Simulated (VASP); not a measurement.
# TiN (a.f) (Fm-3m) in VASP: single point with PBEsol

Aim: the single point of TiN (a.f) with PBEsol.

Program: VASP 6.6.1. These are calculated values, not measurements. Logs are shortened: lines on timing, memory, paths and dates and some standing lists are left out, and cuts for length are marked.

## (1) The cell of the first run

Symmetry: Fm-3m, No. 225, cubic system. The conventional cell has a = 4.210 Å, b = 4.210 Å, c = 4.210 Å, α = 90.00°, β = 90.00°, γ = 90.00°. Ti (site symmetry m-3m) has 6 N at 2.10 Å within 2.8 Å. Within 2.8 Å of N (site symmetry m-3m) lie 6 Ti at 2.10 Å.

## (2) Single point, PBEsol

Contents of INCAR:

```
SYSTEM = TiN
PREC = Accurate ; ENCUT = 600
EDIFF = 1E-6 ; ISMEAR = 0
SIGMA = 0.1 ; LREAL = .FALSE.
LASPH = .TRUE. ; NELM = 120
ALGO = Normal ; ISIF = 2
LWAVE = .FALSE. ; LCHARG = .TRUE.
GGA = PS ; LELF = .TRUE.
LVHAR = .TRUE. ; NBANDS = 16
GGA_COMPAT = .FALSE.
```

Contents of KPOINTS:

```
Automatic mesh
0
G
  8 8 8
  0 0 0
```

Contents of POSCAR:

```
TiN
1.0
    0.0000000000      2.1050000000      2.1050000000
    2.1050000000      0.0000000000      2.1050000000
    2.1050000000      2.1050000000      0.0000000000
Ti N
1 1
Direct
    0.0000000000      0.0000000000      0.0000000000
    0.5000000000      0.5000000000      0.5000000000
```

Potentials or basis: VASP PAW PBE potentials, release 64 (Ti_sv, N).

On the command line:

```console
> cat potpaw_PBE.64/Ti_sv/POTCAR potpaw_PBE.64/N/POTCAR > POTCAR
> mpirun -np 1 vasp_std > vasp.out
```

OUTCAR:

```text
SYSTEM = TiN
   PREC = Accurate
   ENCUT = 600
   EDIFF = 1E-6
   ISMEAR = 0
   LREAL = .FALSE.
   LASPH = .TRUE.
   NELM = 120
   ISIF = 2
   GGA = PS

 ion  position               nearest neighbor table
   1  0.000  0.000  0.000-   2 2.10   2 2.10   2 2.10   2 2.10   2 2.10   2 2.10
   2  0.500  0.500  0.500-   1 2.10   1 2.10   1 2.10   1 2.10   1 2.10   1 2.10

  LATTYP: Found a face centered cubic cell.
 ALAT       =     4.2100000000

  Lattice vectors:

 A1 = (   0.0000000000,   2.1050000000,   2.1050000000)
 A2 = (   2.1050000000,   0.0000000000,   2.1050000000)
 A3 = (   2.1050000000,   2.1050000000,   0.0000000000)

Analysis of symmetry for initial positions (statically):
=====================================================================
 Subroutine PRICEL returns:
 Original cell was already a primitive cell.

 Routine SETGRP: Setting up the symmetry group for a
 face centered cubic supercell.

 Subroutine GETGRP returns: Found 48 space group operations
 (whereof 48 operations were pure point group operations)
 out of a pool of 48 trial point group operations.

The static configuration has the point symmetry O_h .

Analysis of symmetry for dynamics (positions and initial velocities):
=====================================================================
 Subroutine PRICEL returns:
 Original cell was already a primitive cell.

 Routine SETGRP: Setting up the symmetry group for a
 face centered cubic supercell.

 Subroutine GETGRP returns: Found 48 space group operations
 (whereof 48 operations were pure point group operations)
 out of a pool of 48 trial point group operations.

The dynamic configuration has the point symmetry O_h .

 Subroutine INISYM returns: Found 48 space group operations
 (whereof 48 operations are pure point group operations),
 and found     1 'primitive' translations

----------------------------------------------------------------------------------------

                                     Primitive cell

  volume of cell :      18.6546

  direct lattice vectors                    reciprocal lattice vectors
     0.000000000  2.105000000  2.105000000    -0.237529691  0.237529691  0.237529691
     2.105000000  0.000000000  2.105000000     0.237529691 -0.237529691  0.237529691
     2.105000000  2.105000000  0.000000000     0.237529691  0.237529691 -0.237529691

  length of vectors
     2.976919549  2.976919549  2.976919549     0.411413493  0.411413493  0.411413493

  position of ions in fractional coordinates (direct lattice)
     0.000000000  0.000000000  0.000000000
     0.500000000  0.500000000  0.500000000

  ion indices of the primitive-cell ions
   primitive index   ion index
                 1           1
                 2           2

----------------------------------------------------------------------------------------

 KPOINTS: Automatic mesh

Automatic generation of k-mesh.
 Grid dimensions read from file:
 generate k-points for:    8    8    8

 Generating k-lattice:

  Cartesian coordinates                     Fractional coordinates (reciprocal lattice)
    -0.029691211  0.029691211  0.029691211     0.125000000  0.000000000  0.000000000
     0.029691211 -0.029691211  0.029691211     0.000000000  0.125000000  0.000000000
     0.029691211  0.029691211 -0.029691211     0.000000000  0.000000000  0.125000000

  Length of vectors
     0.051426687  0.051426687  0.051426687

  Shift w.r.t. Gamma in fractional coordinates (k-lattice)
     0.000000000  0.000000000  0.000000000

 Subroutine IBZKPT returns following result:
 ===========================================

 Found     29 irreducible k-points:

 Following reciprocal coordinates:
            Coordinates               Weight
  0.000000  0.000000  0.000000      1.000000
  0.125000  0.000000  0.000000      8.000000
  0.250000  0.000000  0.000000      8.000000
  0.375000  0.000000  0.000000      8.000000
  0.500000  0.000000  0.000000      4.000000
  0.125000  0.125000  0.000000      6.000000
[... 16 lines left out ...]
  0.500000  0.250000  0.125000     48.000000
 -0.375000  0.250000  0.125000     24.000000
 [... further k-points ...]
   k-points           NKPTS =     29   k-points in BZ     NKDIM =     29   number of bands    NBANDS=     16
   number of dos      NEDOS =    301   number of ions     NIONS =      2
   total plane-waves  NPLWV =  13824
   dimension x,y,z NGX =    24 NGY =   24 NGZ =   24
   dimension x,y,z NGXF=    48 NGYF=   48 NGZF=   48
   ions per type =               1   1
   NGX,Y,Z   is equivalent  to a cutoff of  13.40, 13.40, 13.40 a.u.
   NGXF,Y,Z  is equivalent  to a cutoff of  26.81, 26.81, 26.81 a.u.
 SYSTEM =  TiN
   PREC   = accura    normal or accurate (medium, high low for compatibility)
   ISTART =      0    job   : 0-new  1-cont  2-samecut
   ICHARG =      2    charge: 1-file 2-atom 10-const
   ISPIN  =      1    spin polarized calculation?
   LNONCOLLINEAR =      F non collinear calculations
   LSORBIT =      F    spin-orbit coupling
   LASPH  =      T    aspherical Exc in radial PAW
   ENCUT  =  600.0 eV  44.10 Ry    6.64 a.u.   5.95  5.95  5.95*2*pi/ulx,y,z
   NELM   =    120;   NELMIN=  2; NELMDL= -5     # of ELM steps
   EDIFF  = 0.1E-05   stopping-criterion for ELM
   LREAL  =      F    real-space projection
   EDIFFG = 0.1E-04   stopping-criterion for IOM
   NSW    =      0    number of steps for IOM
   IBRION =     -1    ionic relax: 0-MD 1-quasi-New 2-CG
   NFREE  =      0    steps in history (QN), initial steepest desc. (CG)
   ISIF   =      2    stress and relaxation
   ISYM   =      2    0-nonsym 1-usesym 2-fastsym
   POTIM  = 0.5000    time-step for ionic-motion
   TEBEG  =    0.0;   TEEND  =   0.0 temperature during run
   PSTRESS=    0.0 pullay stress
   NELECT =      17.0000    total number of electrons
   NUPDOWN=      -1.0000    fix difference up-down
   EMIN   =  10.00;   EMAX   =-10.00  energy-range for DOS
   EFERMI =   0.00;   METHOD = LEGACY
   ISMEAR =     0;   SIGMA  =   0.10  broadening in eV -4-tet -1-fermi 0-gaus
   EFERMI_NEDOS =   21; number of points for ismear=-14 and -15
   IALGO  =     38    algorithm
   IMIX   =      4    mixing-type and parameters
     AMIX     =   0.40;   BMIX     =  1.00
     AMIX_MAG =   1.60;   BMIX_MAG =  1.00
  volume/ion in A,a.u.               =       9.33        62.94
  Fermi-wavevector in a.u.,A,eV,Ry     =   1.587190  2.999355 34.275436  2.519173
  Thomas-Fermi vector in A             =   2.686386
   LORBIT       =      0    0 simple, 1 ext, 2 COOP (PROOUT), +10 PAW based schemes
   GGA     = PS    functional components
   LHFCALC =     F    Hartree Fock is set to
   AEXX    =    0.0000 exact exchange contribution
   IVDW    =     0    specifies the selected vdW correction
   LEPSILON=     F    determine dielectric tensor
   LRPA    =     F    only Hartree local field effects (RPA)
 non-spin polarized calculation
 Gauss-broadening in eV      SIGMA  =   0.10
  energy-cutoff  :      600.00
  volume of cell :       18.65
 maximum number of plane-waves:       636
   NGX = 11   NGY = 11   NGZ = 11

 number of electron      16.9999999 magnetization

 Free energy of the ion-electron system (eV)
  ---------------------------------------------------
  ext. energy  EPLUGINS =         0.00000000
  ---------------------------------------------------
  free energy    TOTEN  =       -20.77248999 eV

  energy without entropy =      -20.76399281  energy(sigma->0) =      -20.76824140

 E-fermi :  11.6340     XC(G=0): -13.3472

 val. band max:       11.6296753194   @ k =   0.3750   0.1250   0.0000
 cond. band min:      11.6571596425   @ k =  -0.3750   0.3750   0.1250
 fundamental gap:      0.0274843230
 Fermi energy:        11.6339670140

 k-point     1 :       0.0000    0.0000    0.0000
  band No.  band energies     occupation
      1     -45.9461      2.00000
      2     -22.0097      2.00000
      3     -22.0097      2.00000
      4     -22.0097      2.00000
      5      -5.5662      2.00000
      6       9.5633      2.00000
[... 8 lines left out ...]
     15      24.7414      0.00000
     16      31.6508      0.00000

 k-point     2 :       0.1250    0.0000    0.0000
  band No.  band energies     occupation
      1     -45.9301      2.00000
      2     -22.1198      2.00000
      3     -22.0187      2.00000
      4     -22.0187      2.00000
      5      -5.2525      2.00000
      6       8.1508      2.00000
[... 8 lines left out ...]
     15      24.9342      0.00000
     16      31.1594      0.00000

 k-point     3 :       0.2500    0.0000    0.0000
  band No.  band energies     occupation
      1     -45.8913      2.00000
      2     -22.3778      2.00000
      3     -22.0404      2.00000
      4     -22.0404      2.00000
      5      -4.4322      2.00000
      6       5.9733      2.00000
[... 8 lines left out ...]
     15      24.6594      0.00000
     16      29.3587      0.00000

 k-point     4 :       0.3750    0.0000    0.0000
  band No.  band energies     occupation
      1     -45.8521      2.00000
      2     -22.6257      2.00000
      3     -22.0618      2.00000
      4     -22.0618      2.00000
      5      -3.4571      2.00000
      6       4.1362      2.00000
[... 8 lines left out ...]
     15      25.0211      0.00000
     16      27.2133      0.00000

 k-point     5 :       0.5000    0.0000    0.0000
  band No.  band energies     occupation
      1     -45.8358      2.00000
      2     -22.7257      2.00000
      3     -22.0707      2.00000
      4     -22.0707      2.00000
      5      -2.9658      2.00000
      6       3.3595      2.00000
[... 8 lines left out ...]
     15      25.6291      0.00000
     16      26.2603      0.00000

 k-point     6 :       0.1250    0.1250    0.0000
  band No.  band energies     occupation
      1     -45.9248      2.00000
      2     -22.1122      2.00000
      3     -22.0430      2.00000
      4     -22.0430      2.00000
      5      -5.1713      2.00000
      6       7.3636      2.00000
[... 8 lines left out ...]
     15      25.1312      0.00000
     16      30.5561      0.00000

 k-point     7 :       0.2500    0.1250    0.0000
  band No.  band energies     occupation
      1     -45.8937      2.00000
      2     -22.3008      2.00000
      3     -22.0755      2.00000
      4     -22.0613      2.00000
      5      -4.5892      2.00000
      6       6.0037      2.00000
[... 8 lines left out ...]
     15      25.0536      0.00000
     16      29.3221      0.00000

 k-point     8 :       0.3750    0.1250    0.0000
  band No.  band energies     occupation
      1     -45.8547      2.00000
      2     -22.5366      2.00000
      3     -22.0971      2.00000
      4     -22.0941      2.00000
      5      -3.7644      2.00000
      6       4.6963      2.00000
[... 8 lines left out ...]
     15      24.7390      0.00000
     16      27.3186      0.00000

 k-point     9 :       0.5000    0.1250    0.0000
  band No.  band energies     occupation
      1     -45.8307      2.00000
      2     -22.6747      2.00000
      3     -22.1313      2.00000
      4     -22.0953      2.00000
      5      -3.1556      2.00000
      6       3.7982      2.00000
[... 8 lines left out ...]
     15      25.2028      0.00000
     16      26.0301      0.00000
[... 172 lines left out ...]
 k-point    19 :       0.5000    0.3750    0.0000
  band No.  band energies     occupation
      1     -45.8058      2.00000
      2     -22.5650      2.00000
      3     -22.2709      2.00000
      4     -22.2126      2.00000
      5      -3.9721      2.00000
      6       5.5544      2.00000
[... 8 lines left out ...]
     15      23.8990      0.00000
     16      25.6175      0.00000

 k-point    20 :      -0.3750    0.3750    0.0000
  band No.  band energies     occupation
      1     -45.8033      2.00000
      2     -22.4992      2.00000
      3     -22.4002      2.00000
      4     -22.1781      2.00000
      5      -3.6713      2.00000
      6       5.6824      2.00000
[... 8 lines left out ...]
     15      23.4686      0.00000
     16      24.6329      0.00000

 k-point    21 :       0.5000    0.5000    0.0000
  band No.  band energies     occupation
      1     -45.8006      2.00000
      2     -22.6021      2.00000
      3     -22.2366      2.00000
      4     -22.2366      2.00000
      5      -4.1275      2.00000
      6       5.7209      2.00000
[... 8 lines left out ...]
     15      23.5320      0.00000
     16      26.2932      0.00000

 k-point    22 :       0.3750    0.2500    0.1250
  band No.  band energies     occupation
      1     -45.8625      2.00000
      2     -22.4241      2.00000
      3     -22.1672      2.00000
      4     -22.0765      2.00000
      5      -4.0795      2.00000
      6       5.1614      2.00000
[... 8 lines left out ...]
     15      24.7349      0.00000
     16      26.9568      0.00000

 k-point    23 :       0.5000    0.2500    0.1250
  band No.  band energies     occupation
      1     -45.8311      2.00000
      2     -22.5529      2.00000
      3     -22.2314      2.00000
      4     -22.1100      2.00000
      5      -3.5401      2.00000
      6       4.5828      2.00000
[... 8 lines left out ...]
     15      24.3748      0.00000
     16      25.8295      0.00000

 k-point    24 :      -0.3750    0.2500    0.1250
  band No.  band energies     occupation
      1     -45.8180      2.00000
      2     -22.6086      2.00000
      3     -22.2479      2.00000
      4     -22.1307      2.00000
      5      -3.3049      2.00000
      6       4.3449      2.00000
[... 8 lines left out ...]
     15      24.6048      0.00000
     16      25.5648      0.00000

 [... further k-points ...]
[... 5 lines left out ...]
  --------------------------------------------------------------------------------------
  -------------------------------------------------------------------------------------
  Total       -0.0867227     -0.0867227     -0.0867227      0.0000000     -0.0000000      0.0000000
  in kB       -7.4482960     -7.4482960     -7.4482960      0.0000000     -0.0000000      0.0000000
  external PRESSURE =      -7.4482960 kB  Pullay stress =       0.0000000 kB

 VOLUME and BASIS-vectors are now :
 -----------------------------------------------------------------------------
  energy-cutoff  :      600.00
  volume of cell :       18.65
      direct lattice vectors                 reciprocal lattice vectors
     0.000000000  2.105000000  2.105000000    -0.237529691  0.237529691  0.237529691
     2.105000000  0.000000000  2.105000000     0.237529691 -0.237529691  0.237529691
     2.105000000  2.105000000  0.000000000     0.237529691  0.237529691 -0.237529691

 POSITION                                       TOTAL-FORCE (eV/Angst)
 -----------------------------------------------------------------------------------
      0.00000      0.00000      0.00000        -0.000000     -0.000000     -0.000000
      2.10500      2.10500      2.10500         0.000000      0.000000      0.000000
 -----------------------------------------------------------------------------------
    total drift:                                0.000000     -0.000000     -0.000000

  FREE ENERGIE OF THE ION-ELECTRON SYSTEM (eV)
  ---------------------------------------------------
  free  energy   TOTEN  =       -20.7724899927 eV

  energy  without entropy=      -20.7639928070  energy(sigma->0) =      -20.76824140
```

It took 10 s on 1 thread of Intel Xeon 6975P-C, shared host; peak memory 0.14 GiB.

What came out:

```yaml
Free_energy: -20.7725 eV
Pressure: -0.7 GPa
```

Levels at points of the mesh, in eV from the Fermi level:
| k point | band 5 | band 6 | band 7 | band 8 | band 9 | band 10 | band 11 | band 12 | band 13 | band 14 |
| --- | --- | --- | --- | --- | --- | --- | --- | --- | --- | --- |
| (0.00, 0.00, 0.00) | -17.20 | -2.07 | -2.07 | -2.07 | -0.66 | -0.66 | -0.66 | 0.58 | 0.58 | 5.63 |
| (0.50, 0.00, 0.00) | -14.60 | -8.27 | -5.62 | -5.62 | 1.76 | 1.76 | 2.46 | 5.94 | 5.94 | 6.09 |
| (0.50, 0.50, 0.00) | -15.76 | -5.91 | -3.27 | -3.27 | -3.22 | 1.70 | 2.50 | 2.50 | 3.81 | 10.81 |

Caveat: the PAW data sets were made with another functional, which shifts forces and pressure a little.
